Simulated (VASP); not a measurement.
# Al3Cl in VASP: a series of runs

The runs below take Al3Cl through relaxation of the atoms, with PBE.

Program: VASP 6.6.1. These are calculated values, not measurements. Logs are shortened: lines on timing, memory, paths and dates and some standing lists are left out, and cuts for length are marked.

**1. The cell of the first run**

The cell holds a slab with vacuum, 4 atoms: a = 2.857 Å, b = 2.857 Å, c = 20.101 Å, α = 90.00°, β = 90.00°, γ = 120.00°.

**2. Relaxation of the atoms, PBE**

INCAR reads:

```
ALGO = Normal
DIPOL = 0.5 0.5 0.364
EDIFF = 1E-6
EDIFFG = -0.025
ENCUT = 520
GGA = PE
IBRION = 2
IDIPOL = 3
ISIF = 2
ISMEAR = 0
LASPH = T
LCHARG = F
LDIPOL = T
LREAL = F
LWAVE = F
NELM = 60
NSW = 36
PREC = Accurate
SIGMA = 0.1
```

KPOINTS reads:

```
k-points
0
Gamma
  9 9 1
```

POSCAR reads:

```
Al3Cl
1.0
    2.8567582918      0.0000000000      0.0000000000
   -1.4283791459      2.4740252532      0.0000000000
    0.0000000000      0.0000000000     20.1013782055
Al Cl
3 1
Selective dynamics
Direct
    0.6666666667      0.3333333333      0.1989913308  F F F
    0.3333333333      0.6666666667      0.3134471548  F F F
    0.0000000000      0.0000000000      0.4278999240  F F F
    0.5000000000      0.3333333333      0.5162791116  F F T
```

Potentials or basis: VASP PAW PBE potentials, release 64 (Al, Cl).

The run is started by

```console
cat potpaw_PBE.64/Al/POTCAR potpaw_PBE.64/Cl/POTCAR > POTCAR
mpirun -np 1 vasp_std > vasp.out
```

OUTCAR:

```text
EDIFF = 1E-6
   EDIFFG = -0.025
   ENCUT = 520
   GGA = PE
   IBRION = 2
   ISIF = 2
   ISMEAR = 0
   LASPH = T
   LREAL = F
   NELM = 60
   NSW = 36
   PREC = Accurate

 ion  position               nearest neighbor table
   1  0.667  0.333  0.199-   2 2.83   2 2.83   2 2.83
   2  0.333  0.667  0.313-   3 2.83   3 2.83   3 2.83   1 2.83   1 2.83   1 2.83
   3  0.000  0.000  0.428-   4 2.18   4 2.47   4 2.73   2 2.83   2 2.83   2 2.83
   4  0.500  0.333  0.516-   3 2.18   3 2.47   3 2.73

  LATTYP: Found a hexagonal cell.
 ALAT       =     2.8567582918
 C/A-ratio  =     7.0364294603

  Lattice vectors:

 A1 = (   2.8567582918,   0.0000000000,   0.0000000000)
 A2 = (  -1.4283791459,   2.4740252532,   0.0000000000)
 A3 = (   0.0000000000,   0.0000000000,  20.1013782055)

Analysis of symmetry for initial positions (statically):
=====================================================================
 Subroutine PRICEL returns:
 Original cell was already a primitive cell.

 Routine SETGRP: Setting up the symmetry group for a
 hexagonal supercell.

 Subroutine GETGRP returns: Found  1 space group operations
 (whereof  1 operations were pure point group operations)
 out of a pool of 24 trial point group operations.

The static configuration has the point symmetry C_1 .

Analysis of symmetry for dynamics (positions and initial velocities):
=====================================================================
 Subroutine PRICEL returns:
 Original cell was already a primitive cell.

 Routine SETGRP: Setting up the symmetry group for a
 hexagonal supercell.

 Subroutine GETGRP returns: Found  1 space group operations
 (whereof  1 operations were pure point group operations)
 out of a pool of 24 trial point group operations.

The dynamic configuration has the point symmetry C_1 .

Analysis of constrained symmetry for selective dynamics:
=====================================================================
 Subroutine PRICEL returns:
 Original cell was already a primitive cell.

 Routine SETGRP: Setting up the symmetry group for a
 hexagonal supercell.

 Subroutine GETGRP returns: Found  1 space group operations
 (whereof  1 operations were pure point group operations)
 out of a pool of 24 trial point group operations.

The constrained configuration has the point symmetry C_1 .

 Subroutine INISYM returns: Found  1 space group operations
 (whereof  1 operations are pure point group operations),
 and found     1 'primitive' translations

----------------------------------------------------------------------------------------

                                     Primitive cell

  volume of cell :     142.0704

  direct lattice vectors                    reciprocal lattice vectors
     2.856758292  0.000000000  0.000000000     0.350047116  0.202099796  0.000000000
    -1.428379146  2.474025253  0.000000000     0.000000000  0.404199593  0.000000000
     0.000000000  0.000000000 20.101378206     0.000000000  0.000000000  0.049747833

  length of vectors
     2.856758292  2.856758292 20.101378206     0.404199593  0.404199593  0.049747833

  position of ions in fractional coordinates (direct lattice)
     0.666666667  0.333333333  0.198991331
     0.333333333  0.666666667  0.313447155
     0.000000000  0.000000000  0.427899924
     0.500000000  0.333333333  0.516279112

  ion indices of the primitive-cell ions
   primitive index   ion index
                 1           1
                 2           2
                 3           3
                 4           4

----------------------------------------------------------------------------------------

 KPOINTS: k-points

Automatic generation of k-mesh.
 Grid dimensions read from file:
 generate k-points for:    9    9    1

 Generating k-lattice:

  Cartesian coordinates                     Fractional coordinates (reciprocal lattice)
     0.038894124  0.022455533  0.000000000     0.111111111  0.000000000  0.000000000
     0.000000000  0.044911066  0.000000000     0.000000000  0.111111111  0.000000000
     0.000000000  0.000000000  0.049747833     0.000000000  0.000000000  1.000000000

  Length of vectors
     0.044911066  0.044911066  0.049747833

  Shift w.r.t. Gamma in fractional coordinates (k-lattice)
     0.000000000  0.000000000  0.000000000

 Subroutine IBZKPT returns following result:
 ===========================================

 Found     41 irreducible k-points:

 Following reciprocal coordinates:
            Coordinates               Weight
  0.000000  0.000000  0.000000      1.000000
  0.111111  0.000000  0.000000      2.000000
  0.000000  0.111111  0.000000      2.000000
 -0.111111  0.111111  0.000000      2.000000
  0.222222  0.000000  0.000000      2.000000
  0.000000  0.222222  0.000000      2.000000
[... 16 lines left out ...]
  0.333333  0.111111  0.000000      2.000000
 -0.111111  0.444444  0.000000      2.000000
 [... further k-points ...]
   k-points           NKPTS =     41   k-points in BZ     NKDIM =     41   number of bands    NBANDS=     12
   number of dos      NEDOS =    301   number of ions     NIONS =      4
   total plane-waves  NPLWV =  86400
   dimension x,y,z NGX =    24 NGY =   24 NGZ =  150
   dimension x,y,z NGXF=    48 NGYF=   48 NGZF=  300
   ions per type =               3   1
   NGX,Y,Z   is equivalent  to a cutoff of  13.97, 13.97, 12.41 a.u.
   NGXF,Y,Z  is equivalent  to a cutoff of  27.93, 27.93, 24.81 a.u.
 SYSTEM =  unknown system
   PREC   = accura    normal or accurate (medium, high low for compatibility)
   ISTART =      0    job   : 0-new  1-cont  2-samecut
   ICHARG =      2    charge: 1-file 2-atom 10-const
   ISPIN  =      1    spin polarized calculation?
   LNONCOLLINEAR =      F non collinear calculations
   LSORBIT =      F    spin-orbit coupling
   LASPH  =      T    aspherical Exc in radial PAW
   ENCUT  =  520.0 eV  38.22 Ry    6.18 a.u.   5.31  5.31 37.38*2*pi/ulx,y,z
   NELM   =     60;   NELMIN=  2; NELMDL= -5     # of ELM steps
   EDIFF  = 0.1E-05   stopping-criterion for ELM
   LREAL  =      F    real-space projection
   EDIFFG = -.3E-01   stopping-criterion for IOM
   NSW    =     36    number of steps for IOM
   IBRION =      2    ionic relax: 0-MD 1-quasi-New 2-CG
   NFREE  =      1    steps in history (QN), initial steepest desc. (CG)
   ISIF   =      2    stress and relaxation
   ISYM   =      2    0-nonsym 1-usesym 2-fastsym
   POTIM  = 0.5000    time-step for ionic-motion
   TEBEG  =    0.0;   TEEND  =   0.0 temperature during run
   PSTRESS=    0.0 pullay stress
   NELECT =      16.0000    total number of electrons
   NUPDOWN=      -1.0000    fix difference up-down
   EMIN   =  10.00;   EMAX   =-10.00  energy-range for DOS
   EFERMI =   0.00;   METHOD = LEGACY
   ISMEAR =     0;   SIGMA  =   0.10  broadening in eV -4-tet -1-fermi 0-gaus
   EFERMI_NEDOS =   21; number of points for ismear=-14 and -15
   IALGO  =     38    algorithm
   IMIX   =      4    mixing-type and parameters
     AMIX     =   0.40;   BMIX     =  1.00
     AMIX_MAG =   1.60;   BMIX_MAG =  1.00
  volume/ion in A,a.u.               =      35.52       239.68
  Fermi-wavevector in a.u.,A,eV,Ry     =   0.790582  1.493984  8.503915  0.625020
  Thomas-Fermi vector in A             =   1.895952
   LORBIT       =      0    0 simple, 1 ext, 2 COOP (PROOUT), +10 PAW based schemes
   GGA     = PE    functional components
   LHFCALC =     F    Hartree Fock is set to
   AEXX    =    0.0000 exact exchange contribution
   IVDW    =     0    specifies the selected vdW correction
   LEPSILON=     F    determine dielectric tensor
   LRPA    =     F    only Hartree local field effects (RPA)
 conjugate gradient relaxation of ions
 non-spin polarized calculation
 Gauss-broadening in eV      SIGMA  =   0.10
  energy-cutoff  :      520.00
  volume of cell :      142.07
 maximum number of plane-waves:      3849
 NGX is ok and might be reduce to    24
   NGX = 11   NGY = 11   NGZ = 75

 dipolmoment           0.000000      0.000000     -0.003645 electrons x Angstroem

--------------------------------------- Ionic step        1  -------------------------------------------

 number of electron      15.9999998 magnetization

 Free energy of the ion-electron system (eV)
  ---------------------------------------------------
  ext. energy  EPLUGINS =         0.00000000
  ---------------------------------------------------
  free energy    TOTEN  =       -12.96854258 eV

  energy without entropy =      -12.96361420  energy(sigma->0) =      -12.96607839

------------------------ aborting loop because EDIFF is reached ----------------------------------------

 vacuum level on the upper side and lower side of the slab       (xc-potential included)         0.075        -0.131

  FORCE on cell =-STRESS in cart. coord.  units (eV):
  Direction    XX          YY          ZZ          XY          YZ          ZX
  --------------------------------------------------------------------------------------
  -------------------------------------------------------------------------------------
  Total        5.3062330      5.1676146      1.2925832      0.3447279      0.4083570      0.5981155
  in kB       59.8402553     58.2770065     14.5769149      3.8876181      4.6051852      6.7451587
  external PRESSURE =      44.2313922 kB  Pullay stress =       0.0000000 kB

 VOLUME and BASIS-vectors are now :
 -----------------------------------------------------------------------------
  energy-cutoff  :      520.00
  volume of cell :      142.07
      direct lattice vectors                 reciprocal lattice vectors
     2.856758292  0.000000000  0.000000000     0.350047116  0.202099796  0.000000000
    -1.428379146  2.474025253  0.000000000     0.000000000  0.404199593  0.000000000
     0.000000000  0.000000000 20.101378206     0.000000000  0.000000000  0.049747833
[... 52 lines left out ...]
  energy  without entropy=      -12.9760777541  energy(sigma->0) =      -12.97841172

--------------------------------------- Ionic step        3  -------------------------------------------

 number of electron      15.9999999 magnetization

 dipolmoment           0.000000      0.000000      0.019559 electrons x Angstroem

 Free energy of the ion-electron system (eV)
  ---------------------------------------------------
  ext. energy  EPLUGINS =         0.00000000
  ---------------------------------------------------
  free energy    TOTEN  =       -12.98305844 eV

  energy without entropy =      -12.97847756  energy(sigma->0) =      -12.98076800

 E-fermi :   1.2138     XC(G=0):  -5.4331

 val. band max:        1.0763372329   @ k =   0.3333   0.3333   0.0000
 cond. band min:       1.2323021253   @ k =  -0.2222   0.2222   0.0000
 fundamental gap:      0.1559648925
 Fermi energy:         1.2137930732

 k-point     1 :       0.0000    0.0000    0.0000
  band No.  band energies     occupation
      1     -16.9213      2.00000
      2      -9.4984      2.00000
      3      -8.0315      2.00000
      4      -5.9225      2.00000
      5      -3.2435      2.00000
      6       0.0818      2.00000
      7       0.3288      2.00000
      8       0.5355      2.00000
      9       3.6860      0.00000
     10       5.3496      0.00000
     11       5.4949      0.00000
     12       7.1492      0.00000
[... 331 lines left out ...]
 k-point    24 :      -0.1111    0.4444    0.0000
  band No.  band energies     occupation
      1     -14.9377      2.00000
      2      -6.2565      2.00000
      3      -5.4928      2.00000
      4      -4.6613      2.00000
      5      -2.9896      2.00000
      6      -1.9586      2.00000
      7      -0.7037      2.00000
      8       0.1540      2.00000
      9       1.4361      0.00167
     10       2.9650      0.00000
     11       4.1914      0.00000
     12       4.7814      0.00000

 [... further k-points ...]

------------------------ aborting loop because EDIFF is reached ----------------------------------------

 vacuum level on the upper side and lower side of the slab       (xc-potential included)        -0.144        -0.612

  FORCE on cell =-STRESS in cart. coord.  units (eV):
  Direction    XX          YY          ZZ          XY          YZ          ZX
  --------------------------------------------------------------------------------------
  -------------------------------------------------------------------------------------
  Total        5.1687448      5.0478164      0.2283776      0.2055254      0.2610017      0.3880748
  in kB       58.2897529     56.9260006      2.5754949      2.3177826      2.9434079      4.3764555
  external PRESSURE =      39.2637495 kB  Pullay stress =       0.0000000 kB

 VOLUME and BASIS-vectors are now :
 -----------------------------------------------------------------------------
  energy-cutoff  :      520.00
  volume of cell :      142.07
      direct lattice vectors                 reciprocal lattice vectors
     2.856758292  0.000000000  0.000000000     0.350047116  0.202099796  0.000000000
    -1.428379146  2.474025253  0.000000000     0.000000000  0.404199593  0.000000000
     0.000000000  0.000000000 20.101378206     0.000000000  0.000000000  0.049747833
[... 10 lines left out ...]
  FREE ENERGIE OF THE ION-ELECTRON SYSTEM (eV)
  ---------------------------------------------------
  free  energy   TOTEN  =       -12.9830584359 eV

  energy  without entropy=      -12.9784775615  energy(sigma->0) =      -12.98076800

 reached required accuracy - stopping structural energy minimisation

 vacuum level on the upper side and lower side of the slab         5.554         5.068
```

Run time: 3.1 min. Hardware: 1 thread of AMD EPYC 7R13 (Zen 3), shared host; peak memory 0.28 GiB.

Results:

```yaml
Free_energy: -12.9831 eV
Energy_gained_by_relaxing: 3.6 meV/atom
Ionic_steps: 3
Band_gap_on_the_k_mesh: zero (bands 8 and 9 overlap by 1.51 eV)
```

Step by step:
```csv
step,energy change (eV),largest force on free atoms (eV/Å),pressure (GPa)
1,0.0000,0.6051,4.42
2,-0.0122,0.2359,4.12
3,-0.0145,0.0016,3.93
```

Final structure:
```xyz
4
Lattice="2.8568 0.0000 0.0000 -1.4284 2.4740 0.0000 0.0000 0.0000 20.1014" Properties=species:S:1:pos:R:3 pbc="T T T"
Al    1.4284    0.8247    4.0000
Al    0.0000    1.6494    6.3007
Al    0.0000    0.0000    8.6014
Cl    0.9523    0.8247   10.4271
```

**3. Relaxation of the atoms, PBE**

INCAR reads:

```
SYSTEM = Al3Cl
PREC     = Accurate       ! precision mode
ENCUT    = 520            ! plane-wave cutoff, eV
EDIFF    = 1E-7           ! SCF threshold, eV
ISMEAR   = 0              ! smearing method
SIGMA    = 0.1            ! smearing width, eV
LREAL    = .False.        ! projectors in reciprocal space
LASPH    = .True.         ! aspherical terms in the spheres
NELM     = 100            ! most SCF steps
ALGO     = Normal         ! electronic algorithm
ISIF     = 2              ! what is computed and relaxed
LWAVE    = .False.        ! write WAVECAR
LCHARG   = .False.        ! write CHGCAR
LDIPOL   = .True.       
IDIPOL   = 3            
DIPOL    = 0.5 0.5 0.366
GGA      = PE             ! functional
IBRION   = 2              ! ionic algorithm
NSW      = 36             ! ionic steps
EDIFFG   = -0.025         ! ionic threshold
```

KPOINTS reads:

```
Automatic mesh
0
Gamma
  9 9 1
  0 0 0
```

POSCAR: that of step 2 with these lines changed.

```diff
@@ -12,2 +12,2 @@
     0.0000000000      0.0000000000      0.4278999240  F F F
-    0.5000000000      0.3333333333      0.5162791116  F F T
+    0.0000000000      0.3333333333      0.5246816553  F F T
```

Potentials or basis: VASP PAW PBE potentials, release 64 (Al, Cl).

The run is started by

```console
cat potpaw_PBE.64/Al/POTCAR potpaw_PBE.64/Cl/POTCAR > POTCAR
mpirun -np 1 vasp_std > vasp.out
```

OUTCAR:

```text
SYSTEM = Al3Cl
   PREC = Accurate
   ENCUT = 520
   EDIFF = 1E-7
   ISMEAR = 0
   LREAL = .False.
   LASPH = .True.
   NELM = 100
   ISIF = 2
   GGA = PE
   IBRION = 2
   NSW = 36
   EDIFFG = -0.025

 ion  position               nearest neighbor table
   1  0.667  0.333  0.199-   2 2.83   2 2.83   2 2.83
   2  0.333  0.667  0.313-   3 2.83   3 2.83   3 2.83   1 2.83   1 2.83   1 2.83
   3  0.000  0.000  0.428-   4 2.17   4 2.72   2 2.83   2 2.83   2 2.83
   4  0.000  0.333  0.525-   3 2.17   3 2.72

  LATTYP: Found a hexagonal cell.
 ALAT       =     2.8567582918
 C/A-ratio  =     7.0364294603

  Lattice vectors:

 A1 = (   2.8567582918,   0.0000000000,   0.0000000000)
 A2 = (  -1.4283791459,   2.4740252532,   0.0000000000)
 A3 = (   0.0000000000,   0.0000000000,  20.1013782055)

Analysis of symmetry for initial positions (statically):
[... 303 lines left out ...]
     12       7.1830      0.00000
[... 331 lines left out ...]
 k-point    24 :      -0.1111    0.4444    0.0000
  band No.  band energies     occupation
      1     -14.3980      2.00000
      2      -6.1041      2.00000
      3      -5.3502      2.00000
      4      -4.5165      2.00000
      5      -3.0638      2.00000
      6      -1.2200      2.00000
      7      -0.9241      2.00000
      8      -0.1177      2.00000
      9       1.1958      0.00011
     10       2.7874      0.00000
     11       3.8414      0.00000
     12       4.3991      0.00000

 [... further k-points ...]

------------------------ aborting loop because EDIFF is reached ----------------------------------------

 vacuum level on the upper side and lower side of the slab       (xc-potential included)         0.528        -0.565

  FORCE on cell =-STRESS in cart. coord.  units (eV):
  Direction    XX          YY          ZZ          XY          YZ          ZX
  --------------------------------------------------------------------------------------
  -------------------------------------------------------------------------------------
  Total        4.6545826      4.8099632      0.4530031     -0.1683395      0.2198570     -0.2582035
  in kB       52.4913649     54.2436468      5.1086756     -1.8984233      2.4794048     -2.9118522
  external PRESSURE =      37.2812291 kB  Pullay stress =       0.0000000 kB
[... 19 lines left out ...]
  FREE ENERGIE OF THE ION-ELECTRON SYSTEM (eV)
  ---------------------------------------------------
  free  energy   TOTEN  =       -12.8709374793 eV

  energy  without entropy=      -12.8648399626  energy(sigma->0) =      -12.86788872

 reached required accuracy - stopping structural energy minimisation

 vacuum level on the upper side and lower side of the slab         6.228         5.101
```

Wall time 2.1 min (1 thread of Intel Xeon 6975P-C (Granite Rapids), shared host); peak memory 0.31 GiB.

Results:

- Free energy: -12.8709 eV
- Energy gained by relaxing: 0.1 meV/atom
- Ionic steps: 3
- Band gap on the k mesh: zero (bands 8 and 9 overlap by 1.38 eV)

Step by step:
| step | energy change (eV) | largest force on free atoms (eV/Å) | pressure (GPa) |
| --- | --- | --- | --- |
| 1 | 0.0000 | 0.0795 | 3.61 |
| 2 | -0.0003 | 0.0558 | 3.65 |
| 3 | -0.0005 | 0.0088 | 3.73 |

Final structure:
```
CELL_PARAMETERS angstrom
2.85676 0.00000 0.00000
-1.42838 2.47403 0.00000
0.00000 0.00000 20.10138
ATOMIC_POSITIONS crystal
Al 0.66667 0.33333 0.19899
Al 0.33333 0.66667 0.31345
Al 0.00000 0.00000 0.42790
Cl 0.00000 0.33333 0.52416
```

**4. Relaxation of the atoms, PBE**

INCAR reads:

```
ALGO = Normal
DIPOL = 0.5 0.5 0.368
EDIFF = 1E-6
EDIFFG = -0.025
ENCUT = 520
GGA = PE
IBRION = 2
IDIPOL = 3
ISIF = 2
ISMEAR = 0
LASPH = True
LCHARG = False
LDIPOL = True
LREAL = False
LWAVE = False
NELM = 100
NSW = 36
PREC = Accurate
SIGMA = 0.1
```

KPOINTS reads:

```
k-points
0
Gamma
  9 9 1
```

POSCAR: that of step 3 with these lines changed.

```diff
@@ -12,2 +12,2 @@
     0.0000000000      0.0000000000      0.4278999240  F F F
-    0.0000000000      0.3333333333      0.5246816553  F F T
+    0.0000000000      0.1666666667      0.5326413085  F F T
```

The run is started by

```console
cat potpaw_PBE.64/Al/POTCAR potpaw_PBE.64/Cl/POTCAR > POTCAR
mpirun -np 1 vasp_std > vasp.out
```

Run time: 98 s. Hardware: 1 thread of Intel Xeon 6975P-C (Granite Rapids), shared host; peak memory 0.3 GiB.

It converged, with:

* Free energy: -12.8596 eV
* Energy gained by relaxing: 0.3 meV/atom
* Ionic steps: 3
* Band gap on the k mesh: zero (bands 8 and 9 overlap by 1.19 eV)

Step by step:
| step | energy change (eV) | largest force on free atoms (eV/Å) | pressure (GPa) |
| --- | --- | --- | --- |
| 1 | 0.0000 | 0.1330 | 2.97 |
| 2 | -0.0007 | 0.0795 | 2.90 |
| 3 | -0.0011 | 0.0023 | 2.80 |

Final structure:
```
Al Cl
1.0
     2.85676    0.00000    0.00000
    -1.42838    2.47403    0.00000
     0.00000    0.00000   20.10138
Al Cl
3 1
Direct
  0.66667 0.33333 0.19899
  0.33333 0.66667 0.31345
  0.00000 0.00000 0.42790
  0.00000 0.16667 0.53343
```

Levels at points of the mesh, in eV from the Fermi level:
```csv
k point,band 6,band 7,band 8,band 9,band 10,band 11
"(0.00, 0.00, 0.00)",-1.42,0.28,0.33,2.11,4.07,4.94
```

(Part 1 of 2 ends here.)

The gap in the log of VASP goes by the Fermi energy; the results here count the filled bands.